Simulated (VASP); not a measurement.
# Ti2Co (Fd-3m) in VASP: electric field gradients with PBEsol

Aim: the electric field gradients of Ti2Co with PBEsol.

Program: VASP 6.6.1. These are calculated values, not measurements. Logs are shortened: lines on timing, memory, paths and dates and some standing lists are left out, and cuts for length are marked.

## 1. The cell of the first run

The structure is cubic, space group Fd-3m (No. 227). The conventional cell has a = 6.982 Å, b = 6.982 Å, c = 6.982 Å, α = 90.00°, β = 90.00°, γ = 90.00°. Ti (site symmetry -3m) has 6 Ti at 2.47 Å and 6 Co at 2.89 Å within 3.3 Å. Within 3.8 Å of Co (site symmetry -43m) lie 12 Ti at 2.89 Å and 4 Co at 3.02 Å.

## 2. Electric field gradients, PBEsol, collinear spin, ferromagnetic start

INCAR

```
SYSTEM = Ti2Co
  ALGO = Normal
  EDIFF = 1E-8
  ENCUT = 520
  GGA = PS
  ISIF = 2
  ISMEAR = 0
  ISPIN = 2
  LASPH = .True.
  LCHARG = .False.
  LEFG = .True.
  LMAXMIX = 4
  LORBIT = 11
  LREAL = .False.
  LWAVE = .False.
  MAGMOM = 0 0 0 0 1.1 1.1
  NBANDS = 46
  NELM = 150
  PREC = Accurate
  SIGMA = 0.2
```

KPOINTS

```
k-points
0
Gamma
  10 10 10
  0 0 0
```

POSCAR

```
Ti2Co
1.0
    0.0000000000      3.4908822152      3.4908822152
    3.4908822152      0.0000000000      3.4908822152
    3.4908822152      3.4908822152      0.0000000000
Ti Co
4 2
Direct
    0.1250000000      0.1250000000      0.1250000000
    0.6250000000      0.1250000000      0.1250000000
    0.1250000000      0.1250000000      0.6250000000
    0.1250000000      0.6250000000      0.1250000000
    0.5000000000      0.5000000000      0.5000000000
    0.7500000000      0.7500000000      0.7500000000
```

Potentials or basis: VASP PAW PBE potentials, release 64 (Ti_sv, Co).

The run is started by

```sh
cat potpaw_PBE.64/Ti_sv/POTCAR potpaw_PBE.64/Co/POTCAR > POTCAR
mpirun -np 1 vasp_std > vasp.out
```

OUTCAR:

```text
SYSTEM = Ti2Co
   EDIFF = 1E-8
   ENCUT = 520
   GGA = PS
   ISIF = 2
   ISMEAR = 0
   ISPIN = 2
   LASPH = .True.
   LORBIT = 11
   LREAL = .False.
   NELM = 150
   PREC = Accurate

 ion  position               nearest neighbor table
   1  0.125  0.125  0.125-   2 2.47   3 2.47   4 2.47   3 2.47   4 2.47   2 2.47   6 2.89   5 2.89
                             6 2.89   5 2.89   6 2.89   5 2.89
   2  0.625  0.125  0.125-   1 2.47   3 2.47   4 2.47   1 2.47   3 2.47   4 2.47   5 2.89   6 2.89
                             5 2.89   6 2.89   6 2.89   5 2.89
   3  0.125  0.125  0.625-   1 2.47   1 2.47   2 2.47   4 2.47   4 2.47   2 2.47   6 2.89   5 2.89
                             6 2.89   5 2.89   6 2.89   5 2.89
   4  0.125  0.625  0.125-   1 2.47   3 2.47   1 2.47   2 2.47   3 2.47   2 2.47   6 2.89   5 2.89
                             5 2.89   6 2.89   6 2.89   5 2.89
   5  0.500  0.500  0.500-   3 2.89   4 2.89   2 2.89   3 2.89   2 2.89   4 2.89   1 2.89   1 2.89
                             1 2.89   2 2.89   3 2.89   4 2.89   6 3.02   6 3.02   6 3.02   6 3.02
   6  0.750  0.750  0.750-   2 2.89   3 2.89   3 2.89   4 2.89   2 2.89   4 2.89   1 2.89   4 2.89
                             1 2.89   1 2.89   2 2.89   3 2.89   5 3.02   5 3.02   5 3.02   5 3.02

  LATTYP: Found a face centered cubic cell.
 ALAT       =     6.9817644304

  Lattice vectors:

 A1 = (   0.0000000000,   3.4908822152,   3.4908822152)
 A2 = (   3.4908822152,   0.0000000000,   3.4908822152)
 A3 = (   3.4908822152,   3.4908822152,   0.0000000000)

Analysis of symmetry for initial positions (statically):
=====================================================================
 Subroutine PRICEL returns:
 Original cell was already a primitive cell.

 Routine SETGRP: Setting up the symmetry group for a
 face centered cubic supercell.

 Subroutine GETGRP returns: Found 48 space group operations
 (whereof 24 operations were pure point group operations)
 out of a pool of 48 trial point group operations.

The static configuration has the point symmetry T_d .
 The point group associated with its full space group is O_h .

Analysis of symmetry for dynamics (positions and initial velocities):
=====================================================================
 Subroutine PRICEL returns:
 Original cell was already a primitive cell.

 Routine SETGRP: Setting up the symmetry group for a
 face centered cubic supercell.

 Subroutine GETGRP returns: Found 48 space group operations
 (whereof 24 operations were pure point group operations)
[... 2508 lines left out ...]
  energy-cutoff  :      520.00
  volume of cell :       85.08
      direct lattice vectors                 reciprocal lattice vectors
     0.000000000  3.490882215  3.490882215    -0.143230269  0.143230269  0.143230269
     3.490882215  0.000000000  3.490882215     0.143230269 -0.143230269  0.143230269
     3.490882215  3.490882215  0.000000000     0.143230269  0.143230269 -0.143230269

 POSITION                                       TOTAL-FORCE (eV/Angst)
 -----------------------------------------------------------------------------------
      0.87272      0.87272      0.87272         0.000000      0.000000     -0.000000
      0.87272      2.61816      2.61816         0.000000      0.000000     -0.000000
      2.61816      2.61816      0.87272         0.000000      0.000000     -0.000000
      2.61816      0.87272      2.61816         0.000000      0.000000     -0.000000
      3.49088      3.49088      3.49088        -0.000000     -0.000000     -0.000000
      5.23632      5.23632      5.23632         0.000000      0.000000      0.000000
 -----------------------------------------------------------------------------------
    total drift:                                0.000000     -0.000000      0.000000

  FREE ENERGIE OF THE ION-ELECTRON SYSTEM (eV)
  ---------------------------------------------------
  free  energy   TOTEN  =       -46.3267354081 eV

  energy  without entropy=      -46.1268845438  energy(sigma->0) =      -46.22680998

 Electric field gradients (V/A^2)
---------------------------------------------------------------------
 ion       V_xx      V_yy      V_zz      V_xy      V_xz      V_yz
---------------------------------------------------------------------
   1      -0.000     0.000     0.000    24.127    24.127    24.127
   2       0.000    -0.000    -0.000   -24.126   -24.126    24.128
   3      -0.000    -0.000     0.000    24.128   -24.126   -24.126
   4      -0.000     0.000    -0.000   -24.126    24.128   -24.126
   5      -0.000    -0.000    -0.000     0.001     0.001     0.001
   6       0.000    -0.000    -0.000     0.001     0.001     0.001
---------------------------------------------------------------------

 Electric field gradients after diagonalization (V/A^2)
 (convention: |V_zz| > |V_xx| > |V_yy|)
----------------------------------------------------------------------
 ion       V_xx      V_yy      V_zz     asymmetry (V_yy - V_xx)/ V_zz
----------------------------------------------------------------------
   1     -24.127   -24.127    48.254       0.000
   2     -24.128   -24.125    48.253       0.000
   3     -24.128   -24.125    48.253       0.000
   4     -24.128   -24.125    48.253       0.000
   5      -0.001    -0.001     0.002       0.000
   6      -0.001    -0.001     0.002       0.000
----------------------------------------------------------------------

           NMR quadrupolar parameters

 Cq : quadrupolar parameter    Cq=e*Q*V_zz/h
 eta: asymmetry parameters     (V_yy - V_xx)/ V_zz
 Q  : nuclear electric quadrupole moment in mb (millibarn)
----------------------------------------------------------------------
 ion       Cq(MHz)       eta       Q (mb)
----------------------------------------------------------------------
   1       0.117       0.000       1.000
   2       0.117       0.000       1.000
   3       0.117       0.000       1.000
   4       0.117       0.000       1.000
   5       0.000       0.000       1.000
   6       0.000       0.000       1.000
----------------------------------------------------------------------

 total charge

# of ion       s       p       d       tot
------------------------------------------
    1        2.286   6.128   2.193  10.608
    2        2.286   6.128   2.193  10.608
    3        2.286   6.128   2.193  10.608
    4        2.286   6.128   2.193  10.608
    5        0.417   0.390   7.159   7.966
    6        0.417   0.390   7.159   7.966
--------------------------------------------------
tot          9.980  25.293  23.090  58.363

 magnetization (x)

# of ion       s       p       d       tot
------------------------------------------
    1       -0.002  -0.011   0.001  -0.011
    2       -0.002  -0.011   0.001  -0.011
    3       -0.002  -0.011   0.001  -0.011
    4       -0.002  -0.011   0.001  -0.011
    5        0.007  -0.008   0.964   0.962
    6        0.007  -0.008   0.964   0.962
--------------------------------------------------
tot          0.007  -0.059   1.932   1.880
```

OSZICAR:

```text
N       E                     dE             d eps       ncg     rms          rms(c)
DAV:   1     0.823324242366E+03    0.82332E+03   -0.30678E+04  8648   0.185E+03
DAV:   2     0.576622631751E+02   -0.76566E+03   -0.74118E+03  8648   0.532E+02
[... 18 lines left out ...]
DAV:  21    -0.463267361664E+02    0.23821E-05   -0.49684E-06 12268   0.136E-02    0.134E-02
DAV:  22    -0.463267354586E+02    0.70781E-06   -0.13697E-06 11728   0.715E-03    0.340E-03
DAV:  23    -0.463267354333E+02    0.25277E-07   -0.20010E-07 10210   0.276E-03    0.116E-03
DAV:  24    -0.463267354229E+02    0.10446E-07   -0.17391E-08  7008   0.983E-04    0.946E-04
DAV:  25    -0.463267354099E+02    0.12988E-07   -0.31412E-09  5698   0.430E-04    0.611E-04
DAV:  26    -0.463267354081E+02    0.17926E-08   -0.34260E-09  5566   0.477E-04
   1 F= -.46326735E+02 E0= -.46226810E+02  d E =-.199851E+00  mag=     1.6967
```

stdout:

```text
POSCAR found type information on POSCAR TiCo
 POSCAR found :  2 types and       6 ions
 scaLAPACK will be used
 -----------------------------------------------------------------------------
|                                                                             |
|                                                                             |
|     You enforced a specific xc type in the INCAR file but a different       |
|     I HOPE YOU KNOW WHAT YOU ARE DOING!                                     |
|                                                                             |
 -----------------------------------------------------------------------------

 LDA part: xc-table for (Slater+PW92), standard interpolation
 POSCAR, INCAR and KPOINTS ok, starting setup
 FFT: planning ... GRIDC
 FFT: planning ... GRID_SOFT
 FFT: planning ... GRID
 WAVECAR not read
 entering main loop
ion   1

ion   2

ion   3

ion   4

ion   5

ion   6
```

It took 23 min on 1 thread of Oxide Virtual Turin-like, shared host; peak memory 0.42 GiB.

What came out:

* Free energy: -46.3267 eV
* Pressure: -0.1 GPa
* Net moment: 1.70 μB per cell
* Site moments: Ti -0.01; Co +0.96 μB
* Largest electric field gradient by atom: Ti +48.3; Co +0.0 V/Å²
* Valence electrons inside the program's atomic spheres: Ti 10.61; Co 7.97

Electric field gradients, principal values (V/Å²):
```tsv
atom	least	middle	greatest (by size)
1 Ti	-24.127	-24.127	48.254
2 Ti	-24.125	-24.128	48.253
3 Ti	-24.125	-24.128	48.253
4 Ti	-24.125	-24.128	48.253
5 Co	-0.001	-0.001	0.002
6 Co	-0.001	-0.001	0.002
```

Caveat: without QUAD_EFG the Cq values of the log hold for a quadrupole moment of 1 mb, not for the nuclei; the PAW data sets were made with another functional, which shifts forces and pressure a little.
